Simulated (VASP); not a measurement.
# Ti3C in VASP: notebook, part 2 of 2

VASP 6.6.1. The steps go on from the part before.

## 3. Single point, PBE

INCAR

```
PREC     = Accurate       # precision mode
ENCUT    = 520            # plane-wave cutoff, eV
EDIFF    = 1E-7           # SCF threshold, eV
ISMEAR   = 0              # smearing method
SIGMA    = 0.1            # smearing width, eV
LREAL    = False          # projectors in reciprocal space
LASPH    = True           # aspherical terms in the spheres
NELM     = 60             # most SCF steps
ALGO     = Normal         # electronic algorithm
ISIF     = 2              # what is computed and relaxed
LWAVE    = False          # write WAVECAR
LCHARG   = False          # write CHGCAR
LDIPOL   = True         
IDIPOL   = 3            
DIPOL    = 0.5 0.5 0.350
GGA      = PE             # functional
NBANDS   = 28             # bands
```

KPOINTS

```
Automatic mesh
0
Gamma
  10 10 1
```

POSCAR

```
Ti3C
1.0
    2.8192036111      0.0000000000      0.0000000000
   -0.9397345370      2.6579706546      0.0000000000
    0.0000000000      0.0000000000     19.8263803360
Ti C
3 1
Direct
    0.5000000000      0.5000000000      0.2017514005
    0.0000000000      0.0000000000      0.3111715305
    0.5000000000      0.5000000000      0.4199647235
    0.8333333333      1.1666666667      0.4659781821
```

Potentials or basis: VASP PAW PBE potentials, release 64 (Ti_sv, C).

Started as:

```console
$ cat potpaw_PBE.64/Ti_sv/POTCAR potpaw_PBE.64/C/POTCAR > POTCAR
$ mpirun -np 1 vasp_std > vasp.out
```

OUTCAR:

```text
PREC = Accurate
   ENCUT = 520
   EDIFF = 1E-7
   ISMEAR = 0
   LREAL = False
   LASPH = True
   NELM = 60
   ISIF = 2
   GGA = PE

 ion  position               nearest neighbor table
   1  0.500  0.500  0.202-   2 2.71   2 2.71
   2  0.000  0.000  0.311-   3 2.70   3 2.70   1 2.71   1 2.71
   3  0.500  0.500  0.420-   4 1.79   4 2.02   4 2.02   2 2.70   2 2.70
   4  0.833  0.167  0.466-   3 1.79   3 2.02   3 2.02

  LATTYP: Found a base centered orthorhombic cell.
 ALAT       =     3.2553359276
 B/A-ratio  =     1.4142135624
 C/A-ratio  =     6.0904253132

  Lattice vectors:

 A1 = (   2.8192036111,   0.0000000000,   0.0000000000)
 A2 = (  -0.9397345370,   2.6579706546,   0.0000000000)
 A3 = (   0.0000000000,   0.0000000000,  19.8263803360)

Analysis of symmetry for initial positions (statically):
=====================================================================
 Subroutine PRICEL returns:
 Original cell was already a primitive cell.

 Routine SETGRP: Setting up the symmetry group for a
 base centered orthorhombic supercell.

 Subroutine GETGRP returns: Found  2 space group operations
 (whereof  2 operations were pure point group operations)
 out of a pool of  8 trial point group operations.

The static configuration has the point symmetry C_1h.

Analysis of symmetry for dynamics (positions and initial velocities):
=====================================================================
 Subroutine PRICEL returns:
 Original cell was already a primitive cell.

 Routine SETGRP: Setting up the symmetry group for a
 base centered orthorhombic supercell.

 Subroutine GETGRP returns: Found  2 space group operations
 (whereof  2 operations were pure point group operations)
 out of a pool of  8 trial point group operations.

The dynamic configuration has the point symmetry C_1h.

 Subroutine INISYM returns: Found  2 space group operations
 (whereof  2 operations are pure point group operations),
 and found     1 'primitive' translations

----------------------------------------------------------------------------------------

                                     Primitive cell

  volume of cell :     148.5662

  direct lattice vectors                    reciprocal lattice vectors
     2.819203611  0.000000000  0.000000000     0.354710102  0.125408959  0.000000000
    -0.939734537  2.657970655  0.000000000     0.000000000  0.376226878  0.000000000
     0.000000000  0.000000000 19.826380336     0.000000000  0.000000000  0.050437850

  length of vectors
     2.819203611  2.819203611 19.826380336     0.376226878  0.376226878  0.050437850

  position of ions in fractional coordinates (direct lattice)
     0.500000000  0.500000000  0.201751401
     0.000000000  0.000000000  0.311171530
     0.500000000  0.500000000  0.419964724
     0.833333333  0.166666667  0.465978182

  ion indices of the primitive-cell ions
   primitive index   ion index
                 1           1
                 2           2
                 3           3
                 4           4

----------------------------------------------------------------------------------------

 KPOINTS: Automatic mesh

[... 28 lines left out ...]
  0.400000 -0.000000  0.000000      4.000000
  0.500000 -0.000000  0.000000      2.000000
[... 16 lines left out ...]
  0.300000  0.300000  0.000000      2.000000
  0.400000  0.300000  0.000000      4.000000
 [... further k-points ...]
   k-points           NKPTS =     31   k-points in BZ     NKDIM =     31   number of bands    NBANDS=     28
   number of dos      NEDOS =    301   number of ions     NIONS =      4
   total plane-waves  NPLWV =  86400
   dimension x,y,z NGX =    24 NGY =   24 NGZ =  150
   dimension x,y,z NGXF=    48 NGYF=   48 NGZF=  300
   ions per type =               3   1
   NGX,Y,Z   is equivalent  to a cutoff of  14.15, 14.15, 12.58 a.u.
   NGXF,Y,Z  is equivalent  to a cutoff of  28.31, 28.31, 25.16 a.u.
 SYSTEM =  unknown system
   PREC   = accura    normal or accurate (medium, high low for compatibility)
   ISTART =      0    job   : 0-new  1-cont  2-samecut
   ICHARG =      2    charge: 1-file 2-atom 10-const
   ISPIN  =      1    spin polarized calculation?
   LNONCOLLINEAR =      F non collinear calculations
   LSORBIT =      F    spin-orbit coupling
   LASPH  =      T    aspherical Exc in radial PAW
   ENCUT  =  520.0 eV  38.22 Ry    6.18 a.u.   5.24  5.24 36.86*2*pi/ulx,y,z
   NELM   =     60;   NELMIN=  2; NELMDL= -5     # of ELM steps
   EDIFF  = 0.1E-06   stopping-criterion for ELM
   LREAL  =      F    real-space projection
   EDIFFG = 0.1E-05   stopping-criterion for IOM
   NSW    =      0    number of steps for IOM
   IBRION =     -1    ionic relax: 0-MD 1-quasi-New 2-CG
   NFREE  =      0    steps in history (QN), initial steepest desc. (CG)
   ISIF   =      2    stress and relaxation
   ISYM   =      2    0-nonsym 1-usesym 2-fastsym
   POTIM  = 0.5000    time-step for ionic-motion
   TEBEG  =    0.0;   TEEND  =   0.0 temperature during run
   PSTRESS=    0.0 pullay stress
   NELECT =      40.0000    total number of electrons
   NUPDOWN=      -1.0000    fix difference up-down
   EMIN   =  10.00;   EMAX   =-10.00  energy-range for DOS
   EFERMI =   0.00;   METHOD = LEGACY
   ISMEAR =     0;   SIGMA  =   0.10  broadening in eV -4-tet -1-fermi 0-gaus
   EFERMI_NEDOS =   21; number of points for ismear=-14 and -15
   IALGO  =     38    algorithm
   IMIX   =      4    mixing-type and parameters
     AMIX     =   0.40;   BMIX     =  1.00
     AMIX_MAG =   1.60;   BMIX_MAG =  1.00
  volume/ion in A,a.u.               =      37.14       250.64
  Fermi-wavevector in a.u.,A,eV,Ry     =   1.057113  1.997654 15.204350  1.117488
  Thomas-Fermi vector in A             =   2.192374
   LORBIT       =      0    0 simple, 1 ext, 2 COOP (PROOUT), +10 PAW based schemes
   GGA     = PE    functional components
   LHFCALC =     F    Hartree Fock is set to
   AEXX    =    0.0000 exact exchange contribution
   IVDW    =     0    specifies the selected vdW correction
   LEPSILON=     F    determine dielectric tensor
   LRPA    =     F    only Hartree local field effects (RPA)
 non-spin polarized calculation
 Gauss-broadening in eV      SIGMA  =   0.10
  energy-cutoff  :      520.00
  volume of cell :      148.57
 maximum number of plane-waves:      4027
 NGX is ok and might be reduce to    24
   NGX = 11   NGY = 11   NGZ = 73

 number of electron      39.9999993 magnetization

 dipolmoment           0.000000      0.000000      0.078376 electrons x Angstroem

 Free energy of the ion-electron system (eV)
  ---------------------------------------------------
  ext. energy  EPLUGINS =         0.00000000
  ---------------------------------------------------
  free energy    TOTEN  =       -29.03829185 eV

  energy without entropy =      -29.00551893  energy(sigma->0) =      -29.02190539

 E-fermi :  -0.2093     XC(G=0):  -5.2770

 val. band max:       -0.2110133589   @ k =   0.2000   0.1000   0.0000
 cond. band min:      -0.2090206180   @ k =  -0.1000   0.1000   0.0000
 fundamental gap:      0.0019927408
 Fermi energy:        -0.2092762126

 k-point     1 :       0.0000    0.0000    0.0000
  band No.  band energies     occupation
      1     -56.8489      2.00000
      2     -56.5939      2.00000
      3     -55.9156      2.00000
      4     -33.3032      2.00000
      5     -32.8717      2.00000
      6     -32.8546      2.00000
[... 733 lines left out ...]
     27       2.8250      0.00000
     28       3.2829      0.00000

 [... further k-points ...]

------------------------ aborting loop because EDIFF is reached ----------------------------------------

 vacuum level on the upper side and lower side of the slab       (xc-potential included)         0.766        -1.128

  FORCE on cell =-STRESS in cart. coord.  units (eV):
  Direction    XX          YY          ZZ          XY          YZ          ZX
  --------------------------------------------------------------------------------------
  -------------------------------------------------------------------------------------
  Total        6.3404509      5.5033107      1.9375625     -1.1838950     -1.4019712      1.9826859
  in kB       68.3770986     59.3491577     20.8951860    -12.7674366    -15.1192279     21.3818091
  external PRESSURE =      49.5404807 kB  Pullay stress =       0.0000000 kB

 VOLUME and BASIS-vectors are now :
 -----------------------------------------------------------------------------
  energy-cutoff  :      520.00
  volume of cell :      148.57
      direct lattice vectors                 reciprocal lattice vectors
     2.819203611  0.000000000  0.000000000     0.354710102  0.125408959  0.000000000
    -0.939734537  2.657970655  0.000000000     0.000000000  0.376226878  0.000000000
     0.000000000  0.000000000 19.826380336     0.000000000  0.000000000  0.050437850

 POSITION                                       TOTAL-FORCE (eV/Angst)
 -----------------------------------------------------------------------------------
      0.93973      1.32899      4.00000        -0.040013      0.028293      0.266964
      0.00000      0.00000      6.16941         0.018706     -0.013227     -1.416056
      0.93973      1.32899      8.32638        -2.007087      1.419225      1.087897
      2.19271      0.44300      9.23866         2.028394     -1.434291      0.061195
 -----------------------------------------------------------------------------------
    total drift:                                0.000010     -0.000007      0.000284

  FREE ENERGIE OF THE ION-ELECTRON SYSTEM (eV)
  ---------------------------------------------------
  free  energy   TOTEN  =       -29.0382918485 eV

  energy  without entropy=      -29.0055189306  energy(sigma->0) =      -29.02190539

 vacuum level on the upper side and lower side of the slab         5.968         4.020
```

Run time: 2 min. Hardware: 1 thread of Intel Xeon 6975P-C (Granite Rapids), shared host; peak memory 0.33 GiB.

What came out:

* Free energy: -29.0383 eV
* Largest force: 2.688 eV/Å
* Band gap on the k mesh: zero (band 20 reaches 0.10 eV, above the bottom of band 21 at -0.35 eV)

Forces in eV/Å, atoms in the order of the input:
```
Ti  -0.040  0.028  0.267
Ti   0.019 -0.013 -1.416
Ti  -2.007  1.419  1.088
C    2.028 -1.434  0.061
```

## 4. Single point, PBE

INCAR

```
SYSTEM = Ti3C
ALGO     = Normal         ! electronic algorithm
DIPOL    = 0.5 0.5 0.361
EDIFF    = 1E-7           ! SCF threshold, eV
ENCUT    = 520            ! plane-wave cutoff, eV
GGA      = PE             ! functional
IDIPOL   = 3            
ISIF     = 2              ! what is computed and relaxed
ISMEAR   = 0              ! smearing method
LASPH    = .True.         ! aspherical terms in the spheres
LCHARG   = .False.        ! write CHGCAR
LDIPOL   = .True.       
LREAL    = .False.        ! projectors in reciprocal space
LWAVE    = .False.        ! write WAVECAR
NBANDS   = 28             ! bands
NELM     = 60             ! most SCF steps
PREC     = Accurate       ! precision mode
SIGMA    = 0.1            ! smearing width, eV
```

KPOINTS

```
k-points
0
Gamma
  10 10 1
  0 0 0
```

POSCAR: that of step 3 with these lines changed.

```diff
@@ -11,2 +11,2 @@
     0.5000000000      0.5000000000      0.4199647235
-    0.8333333333      1.1666666667      0.4659781821
+    0.6666666667      0.6666666667      0.5118468004
```

Started as:

```console
$ cat potpaw_PBE.64/Ti_sv/POTCAR potpaw_PBE.64/C/POTCAR > POTCAR
$ mpirun -np 1 vasp_std > vasp.out
```

Wall time 2.3 min (1 thread of Intel Xeon 6975P-C (Granite Rapids), shared host); peak memory 0.33 GiB.

It converged, with:

```
Free energy            : -26.7979 eV
Largest force          : 1.498 eV/Å
Band gap on the k mesh : zero (band 20 reaches 0.17 eV, above the bottom of band 21 at -0.50 eV)
```

Forces on the atoms (eV/Å):
```
Ti  -0.058 -0.083 -0.003
Ti   0.280  0.395 -0.316
Ti  -0.851 -1.204  0.264
C    0.630  0.891  0.055
```

Levels at points of the mesh, in eV from the Fermi level:
```csv
k point,band 16,band 17,band 18,band 19,band 20,band 21,band 22,band 23,band 24,band 25
"(0.00, 0.00, 0.00)",-2.56,-0.95,-0.38,-0.02,0.19,0.93,0.94,1.11,1.39,2.28
"(0.50, 0.00, 0.00)",-1.98,-1.32,-0.61,-0.35,-0.20,0.06,0.77,1.13,1.89,2.53
"(0.50, 0.50, 0.00)",-2.06,-1.69,-1.54,-0.40,-0.33,0.19,0.63,1.71,2.09,2.37
```

## 5. Single point, PBE

INCAR

```
PREC     = Accurate       # precision mode
ENCUT    = 520            # plane-wave cutoff, eV
EDIFF    = 1E-6           # SCF threshold, eV
ISMEAR   = 0              # smearing method
SIGMA    = 0.1            # smearing width, eV
LREAL    = False          # projectors in reciprocal space
LASPH    = True           # aspherical terms in the spheres
NELM     = 80             # most SCF steps
ALGO     = Normal         # electronic algorithm
ISIF     = 2              # what is computed and relaxed
LWAVE    = False          # write WAVECAR
LCHARG   = True           # write CHGCAR
LDIPOL   = True         
IDIPOL   = 3            
DIPOL    = 0.5 0.5 0.359
GGA      = PE             # functional
LELF     = True           # ELF
LVHAR    = True         
LVACPOTAV= True         
NBANDS   = 28             # bands
```

KPOINTS

```
Automatic mesh
0
Gamma
  10 10 1
```

POSCAR: that of step 4 with these lines changed.

```diff
@@ -11,2 +11,2 @@
     0.5000000000      0.5000000000      0.4199647235
-    0.6666666667      0.6666666667      0.5118468004
+    0.6666666667      1.3333333333      0.5031232469
```

Potentials or basis: VASP PAW PBE potentials, release 64 (Ti_sv, C).

Started as:

```console
$ cat potpaw_PBE.64/Ti_sv/POTCAR potpaw_PBE.64/C/POTCAR > POTCAR
$ mpirun -np 1 vasp_std > vasp.out
```

OUTCAR:

```text
PREC = Accurate
   ENCUT = 520
   EDIFF = 1E-6
   ISMEAR = 0
   LREAL = False
   LASPH = True
   NELM = 80
   ISIF = 2
   GGA = PE

 ion  position               nearest neighbor table
   1  0.500  0.500  0.202-   2 2.71   2 2.71
   2  0.000  0.000  0.311-   3 2.70   3 2.70   1 2.71   1 2.71
   3  0.500  0.500  0.420-   4 1.82   2 2.70   2 2.70
   4  0.667  0.333  0.503-   3 1.82

  LATTYP: Found a base centered orthorhombic cell.
 ALAT       =     3.2553359276
 B/A-ratio  =     1.4142135624
 C/A-ratio  =     6.0904253132

  Lattice vectors:

 A1 = (   2.8192036111,   0.0000000000,   0.0000000000)
 A2 = (  -0.9397345370,   2.6579706546,   0.0000000000)
 A3 = (   0.0000000000,   0.0000000000,  19.8263803360)

Analysis of symmetry for initial positions (statically):
=====================================================================
 Subroutine PRICEL returns:
 Original cell was already a primitive cell.

 Routine SETGRP: Setting up the symmetry group for a
 base centered orthorhombic supercell.

 Subroutine GETGRP returns: Found  2 space group operations
 (whereof  2 operations were pure point group operations)
 out of a pool of  8 trial point group operations.

[... 167 lines left out ...]
  free energy    TOTEN  =       -27.15759513 eV

  energy without entropy =      -27.12245227  energy(sigma->0) =      -27.14002370

 E-fermi :  -0.2603     XC(G=0):  -5.5487

 val. band max:       -0.2746608648   @ k =  -0.3000   0.1000   0.0000
 cond. band min:      -0.2453186310   @ k =   0.4000  -0.0000   0.0000
 fundamental gap:      0.0293422338
 Fermi energy:        -0.2602977430

 k-point     1 :       0.0000    0.0000    0.0000
  band No.  band energies     occupation
      1     -56.9203      2.00000
      2     -56.5753      2.00000
      3     -56.1335      2.00000
      4     -33.3309      2.00000
      5     -32.9429      2.00000
      6     -32.8635      2.00000
[... 733 lines left out ...]
     27       2.9626      0.00000
     28       3.0162      0.00000

 [... further k-points ...]
[... 5 lines left out ...]
  --------------------------------------------------------------------------------------
  -------------------------------------------------------------------------------------
  Total       -0.0751518     -0.4728565      1.3782650     -0.5624394     -1.5200130      2.1496204
  in kB       -0.8104567     -5.0994093     14.8635746     -6.0654950    -16.3922225     23.1820749
  external PRESSURE =       2.9845695 kB  Pullay stress =       0.0000000 kB

 VOLUME and BASIS-vectors are now :
 -----------------------------------------------------------------------------
  energy-cutoff  :      520.00
  volume of cell :      148.57
      direct lattice vectors                 reciprocal lattice vectors
     2.819203611  0.000000000  0.000000000     0.354710102  0.125408959  0.000000000
    -0.939734537  2.657970655  0.000000000     0.000000000  0.376226878  0.000000000
     0.000000000  0.000000000 19.826380336     0.000000000  0.000000000  0.050437850

 POSITION                                       TOTAL-FORCE (eV/Angst)
 -----------------------------------------------------------------------------------
      0.93973      1.32899      4.00000         0.067997     -0.048081      0.028862
      0.00000      0.00000      6.16941         0.014478     -0.010237     -0.653781
      0.93973      1.32899      8.32638        -1.583645      1.119806      0.560071
      1.56622      0.88599      9.97511         1.501171     -1.061488      0.064848
 -----------------------------------------------------------------------------------
    total drift:                                0.000058     -0.000041      0.000321

  FREE ENERGIE OF THE ION-ELECTRON SYSTEM (eV)
  ---------------------------------------------------
  free  energy   TOTEN  =       -27.1575951348 eV

  energy  without entropy=      -27.1224522668  energy(sigma->0) =      -27.14002370

 vacuum level on the upper side and lower side of the slab         6.505         4.081
```

Run time: 1.8 min. Hardware: 1 thread of Intel Xeon 6975P-C (Granite Rapids), shared host; peak memory 0.33 GiB.

What came out:

```
Free energy            : -27.1576 eV
Largest force          : 2.019 eV/Å
Band gap on the k mesh : zero (band 20 reaches 0.05 eV, above the bottom of band 21 at -0.45 eV)
```

Forces on the atoms (eV/Å):
```
Ti   0.068 -0.048  0.029
Ti   0.014 -0.010 -0.654
Ti  -1.584  1.120  0.560
C    1.501 -1.061  0.065
```
